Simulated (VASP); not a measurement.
# Cs in VASP: single point with PBE

Aim: the single point of Cs with PBE.

Program: VASP 6.6.1. These are calculated values, not measurements. Logs are shortened: lines on timing, memory, paths and dates and some standing lists are left out, and cuts for length are marked.

## 1. The cell of the first run

The cell holds a sublattice, 1 atom: a = 5.063 Å, b = 5.063 Å, c = 5.063 Å, α = 90.00°, β = 90.00°, γ = 90.00°.

## 2. Single point, PBE

INCAR

```
PREC = Accurate
ENCUT = 400
EDIFF = 1E-6
ISMEAR = 0
SIGMA = 0.1
LREAL = F
LASPH = T
NELM = 120
ALGO = Normal
ISIF = 2
LWAVE = F
LCHARG = T
GGA = PE
LELF = T
LVHAR = T
NBANDS = 10
GGA_COMPAT = F
```

KPOINTS

```
Automatic mesh
0
Gamma
  6 6 6
```

POSCAR

```
Cs
1.0
    5.0632240000      0.0000000000      0.0000000000
    0.0000000000      5.0632240000      0.0000000000
    0.0000000000      0.0000000000      5.0632240000
Cs
1
Direct
    0.5000000000      0.5000000000      0.5000000000
```

Potentials or basis: VASP PAW PBE potentials, release 64 (Cs_sv).

The run is started by

```sh
cat potpaw_PBE.64/Cs_sv/POTCAR > POTCAR
mpirun -np 1 vasp_std > vasp.out
```

OUTCAR:

```text
PREC = Accurate
   ENCUT = 400
   EDIFF = 1E-6
   ISMEAR = 0
   LREAL = F
   LASPH = T
   NELM = 120
   ISIF = 2
   GGA = PE

 ion  position               nearest neighbor table
   1  0.500  0.500  0.500-

  LATTYP: Found a simple cubic cell.
 ALAT       =     5.0632240000

  Lattice vectors:

 A1 = (   5.0632240000,   0.0000000000,   0.0000000000)
 A2 = (   0.0000000000,   5.0632240000,   0.0000000000)
 A3 = (   0.0000000000,   0.0000000000,   5.0632240000)

Analysis of symmetry for initial positions (statically):
=====================================================================
 Subroutine PRICEL returns:
 Original cell was already a primitive cell.

 Routine SETGRP: Setting up the symmetry group for a
 simple cubic supercell.

 Subroutine GETGRP returns: Found 48 space group operations
 (whereof 48 operations were pure point group operations)
 out of a pool of 48 trial point group operations.

The static configuration has the point symmetry O_h .

Analysis of symmetry for dynamics (positions and initial velocities):
=====================================================================
 Subroutine PRICEL returns:
 Original cell was already a primitive cell.

 Routine SETGRP: Setting up the symmetry group for a
 simple cubic supercell.

 Subroutine GETGRP returns: Found 48 space group operations
 (whereof 48 operations were pure point group operations)
 out of a pool of 48 trial point group operations.

The dynamic configuration has the point symmetry O_h .

 Subroutine INISYM returns: Found 48 space group operations
 (whereof 48 operations are pure point group operations),
 and found     1 'primitive' translations

----------------------------------------------------------------------------------------

                                     Primitive cell

  volume of cell :     129.8020

  direct lattice vectors                    reciprocal lattice vectors
     5.063224000  0.000000000  0.000000000     0.197502619  0.000000000  0.000000000
     0.000000000  5.063224000  0.000000000     0.000000000  0.197502619  0.000000000
     0.000000000  0.000000000  5.063224000     0.000000000  0.000000000  0.197502619

  length of vectors
     5.063224000  5.063224000  5.063224000     0.197502619  0.197502619  0.197502619

  position of ions in fractional coordinates (direct lattice)
     0.500000000  0.500000000  0.500000000

  ion indices of the primitive-cell ions
   primitive index   ion index
                 1           1

----------------------------------------------------------------------------------------

 KPOINTS: Automatic mesh

Automatic generation of k-mesh.
 Grid dimensions read from file:
 generate k-points for:    6    6    6

 Generating k-lattice:

  Cartesian coordinates                     Fractional coordinates (reciprocal lattice)
     0.032917103  0.000000000  0.000000000     0.166666667  0.000000000  0.000000000
     0.000000000  0.032917103  0.000000000     0.000000000  0.166666667  0.000000000
     0.000000000  0.000000000  0.032917103     0.000000000  0.000000000  0.166666667

  Length of vectors
     0.032917103  0.032917103  0.032917103

  Shift w.r.t. Gamma in fractional coordinates (k-lattice)
     0.000000000  0.000000000  0.000000000

 Subroutine IBZKPT returns following result:
 ===========================================

 Found     20 irreducible k-points:

 Following reciprocal coordinates:
            Coordinates               Weight
  0.000000  0.000000  0.000000      1.000000
  0.166667  0.000000  0.000000      6.000000
  0.333333  0.000000  0.000000      6.000000
  0.500000  0.000000  0.000000      3.000000
  0.166667  0.166667  0.000000     12.000000
  0.333333  0.166667  0.000000     24.000000
[... 12 lines left out ...]
  0.500000  0.500000  0.333333      6.000000
  0.500000  0.500000  0.500000      1.000000
   k-points           NKPTS =     20   k-points in BZ     NKDIM =     20   number of bands    NBANDS=     10
   number of dos      NEDOS =    301   number of ions     NIONS =      1
   total plane-waves  NPLWV =  46656
   dimension x,y,z NGX =    36 NGY =   36 NGZ =   36
   dimension x,y,z NGXF=    72 NGYF=   72 NGZF=   72
   ions per type =               1
   NGX,Y,Z   is equivalent  to a cutoff of  11.82, 11.82, 11.82 a.u.
   NGXF,Y,Z  is equivalent  to a cutoff of  23.64, 23.64, 23.64 a.u.
 SYSTEM =  unknown system
   PREC   = accura    normal or accurate (medium, high low for compatibility)
   ISTART =      0    job   : 0-new  1-cont  2-samecut
   ICHARG =      2    charge: 1-file 2-atom 10-const
   ISPIN  =      1    spin polarized calculation?
   LNONCOLLINEAR =      F non collinear calculations
   LSORBIT =      F    spin-orbit coupling
   LASPH  =      T    aspherical Exc in radial PAW
   ENCUT  =  400.0 eV  29.40 Ry    5.42 a.u.   8.26  8.26  8.26*2*pi/ulx,y,z
   NELM   =    120;   NELMIN=  2; NELMDL= -5     # of ELM steps
   EDIFF  = 0.1E-05   stopping-criterion for ELM
   LREAL  =      F    real-space projection
   EDIFFG = 0.1E-04   stopping-criterion for IOM
   NSW    =      0    number of steps for IOM
   IBRION =     -1    ionic relax: 0-MD 1-quasi-New 2-CG
   NFREE  =      0    steps in history (QN), initial steepest desc. (CG)
   ISIF   =      2    stress and relaxation
   ISYM   =      2    0-nonsym 1-usesym 2-fastsym
   POTIM  = 0.5000    time-step for ionic-motion
   TEBEG  =    0.0;   TEEND  =   0.0 temperature during run
   PSTRESS=    0.0 pullay stress
   NELECT =       9.0000    total number of electrons
   NUPDOWN=      -1.0000    fix difference up-down
   EMIN   =  10.00;   EMAX   =-10.00  energy-range for DOS
   EFERMI =   0.00;   METHOD = LEGACY
   ISMEAR =     0;   SIGMA  =   0.10  broadening in eV -4-tet -1-fermi 0-gaus
   EFERMI_NEDOS =   21; number of points for ismear=-14 and -15
   IALGO  =     38    algorithm
   IMIX   =      4    mixing-type and parameters
     AMIX     =   0.40;   BMIX     =  1.00
     AMIX_MAG =   1.60;   BMIX_MAG =  1.00
  volume/ion in A,a.u.               =     129.80       875.95
  Fermi-wavevector in a.u.,A,eV,Ry     =   0.672556  1.270947  6.154347  0.452332
  Thomas-Fermi vector in A             =   1.748711
   LORBIT       =      0    0 simple, 1 ext, 2 COOP (PROOUT), +10 PAW based schemes
   GGA     = PE    functional components
   LHFCALC =     F    Hartree Fock is set to
   AEXX    =    0.0000 exact exchange contribution
   IVDW    =     0    specifies the selected vdW correction
   LEPSILON=     F    determine dielectric tensor
   LRPA    =     F    only Hartree local field effects (RPA)
 non-spin polarized calculation
 Gauss-broadening in eV      SIGMA  =   0.10
  energy-cutoff  :      400.00
  volume of cell :      129.80
 maximum number of plane-waves:      2376
 NGX is ok and might be reduce to    36
   NGX = 17   NGY = 17   NGZ = 17

 number of electron       8.9999999 magnetization

 Free energy of the ion-electron system (eV)
  ---------------------------------------------------
  ext. energy  EPLUGINS =         0.00000000
  ---------------------------------------------------
  free energy    TOTEN  =        -0.75862954 eV

  energy without entropy =       -0.74938950  energy(sigma->0) =       -0.75400952

 E-fermi :   0.2326     XC(G=0):  -5.0996

 val. band max:        0.1101082298   @ k =   0.3333   0.3333   0.0000
 cond. band min:       0.2412253189   @ k =   0.5000   0.1667   0.0000
 fundamental gap:      0.1311170891
 Fermi energy:         0.2325728948

 k-point     1 :       0.0000    0.0000    0.0000
  band No.  band energies     occupation
      1     -23.8662      2.00000
      2     -10.6043      2.00000
      3     -10.6043      2.00000
      4     -10.6043      2.00000
      5      -1.3646      2.00000
      6       1.5530      0.00000
      7       1.5530      0.00000
      8       4.3589      0.00000
      9       4.3589      0.00000
     10       4.3589      0.00000

 k-point     2 :       0.1667    0.0000    0.0000
  band No.  band energies     occupation
      1     -23.8648      2.00000
      2     -10.6418      2.00000
      3     -10.6011      2.00000
      4     -10.6011      2.00000
      5      -1.1519      2.00000
      6       1.5751      0.00000
      7       1.6389      0.00000
      8       3.7754      0.00000
      9       3.7754      0.00000
     10       4.3062      0.00000

 k-point     3 :       0.3333    0.0000    0.0000
  band No.  band energies     occupation
      1     -23.8620      2.00000
      2     -10.7150      2.00000
      3     -10.5948      2.00000
      4     -10.5948      2.00000
      5      -0.5847      2.00000
      6       1.2047      0.00000
      7       1.8386      0.00000
      8       3.2147      0.00000
      9       3.2147      0.00000
     10       4.2970      0.00000

 k-point     4 :       0.5000    0.0000    0.0000
  band No.  band energies     occupation
      1     -23.8605      2.00000
      2     -10.7508      2.00000
      3     -10.5916      2.00000
      4     -10.5916      2.00000
      5      -0.0072      1.99930
      6       0.5995      0.00000
      7       1.9586      0.00000
      8       3.0134      0.00000
      9       3.0134      0.00000
     10       4.5096      0.00000
[... 170 lines left out ...]
 k-point    18 :       0.5000    0.3333    0.3333
  band No.  band energies     occupation
      1     -23.8522      2.00000
      2     -10.7237      2.00000
      3     -10.6870      2.00000
      4     -10.6846      2.00000
      5       0.9249      0.00000
      6       1.4190      0.00000
      7       1.5722      0.00000
      8       2.7488      0.00000
      9       3.0556      0.00000
     10       3.6489      0.00000

 k-point    19 :       0.5000    0.5000    0.3333
  band No.  band energies     occupation
      1     -23.8508      2.00000
      2     -10.7193      2.00000
      3     -10.7193      2.00000
      4     -10.6818      2.00000
      5       1.0433      0.00000
      6       1.4541      0.00000
      7       1.4541      0.00000
      8       2.7872      0.00000
      9       3.6814      0.00000
     10       3.7837      0.00000

 k-point    20 :       0.5000    0.5000    0.5000
  band No.  band energies     occupation
      1     -23.8494      2.00000
      2     -10.7149      2.00000
      3     -10.7149      2.00000
      4     -10.7149      2.00000
      5       1.2955      0.00000
      6       1.2955      0.00000
      7       1.2955      0.00000
      8       3.1369      0.00000
      9       3.8833      0.00000
     10       3.8833      0.00000

------------------------ aborting loop because EDIFF is reached ----------------------------------------

  FORCE on cell =-STRESS in cart. coord.  units (eV):
  Direction    XX          YY          ZZ          XY          YZ          ZX
  --------------------------------------------------------------------------------------
  -------------------------------------------------------------------------------------
  Total       -0.0275782     -0.0275782     -0.0275782      0.0000000      0.0000000      0.0000000
  in kB       -0.3404047     -0.3404047     -0.3404047      0.0000000      0.0000000      0.0000000
  external PRESSURE =      -0.3404047 kB  Pullay stress =       0.0000000 kB

 VOLUME and BASIS-vectors are now :
 -----------------------------------------------------------------------------
  energy-cutoff  :      400.00
  volume of cell :      129.80
      direct lattice vectors                 reciprocal lattice vectors
     5.063224000  0.000000000  0.000000000     0.197502619  0.000000000  0.000000000
     0.000000000  5.063224000  0.000000000     0.000000000  0.197502619  0.000000000
     0.000000000  0.000000000  5.063224000     0.000000000  0.000000000  0.197502619

 POSITION                                       TOTAL-FORCE (eV/Angst)
 -----------------------------------------------------------------------------------
      2.53161      2.53161      2.53161         0.000000      0.000000      0.000000
 -----------------------------------------------------------------------------------
    total drift:                                0.000000      0.000000      0.000000

  FREE ENERGIE OF THE ION-ELECTRON SYSTEM (eV)
  ---------------------------------------------------
  free  energy   TOTEN  =        -0.7586295355 eV

  energy  without entropy=       -0.7493895000  energy(sigma->0) =       -0.75400952
```

Run time: 15 s. Hardware: 1 thread of AMD EPYC 7R43 (Zen 3), shared host; peak memory 0.16 GiB.

What came out:

| Item | Value |
| --- | --- |
| Free energy | -0.7586 eV |
| Pressure | 0.0 GPa |
| Band gap on the k mesh | zero (an odd number of electrons rules out a gap without spin polarisation) |

Levels at points of the mesh, in eV from the Fermi level:
```csv
k point,band 1,band 2,band 3,band 4,band 5,band 6,band 7,band 8
"(0.00, 0.00, 0.00)",-24.10,-10.84,-10.84,-10.84,-1.60,1.32,1.32,4.13
"(0.50, 0.00, 0.00)",-24.09,-10.98,-10.82,-10.82,-0.24,0.37,1.73,2.78
"(0.50, 0.50, 0.00)",-24.09,-10.96,-10.96,-10.81,0.35,1.10,1.89,1.89
"(0.50, 0.50, 0.50)",-24.08,-10.95,-10.95,-10.95,1.06,1.06,1.06,2.90
```

Caveat: spin-orbit coupling is left out, which moves the levels of the heavy elements.

The gap in the log of VASP goes by the Fermi energy; the results here count the filled bands.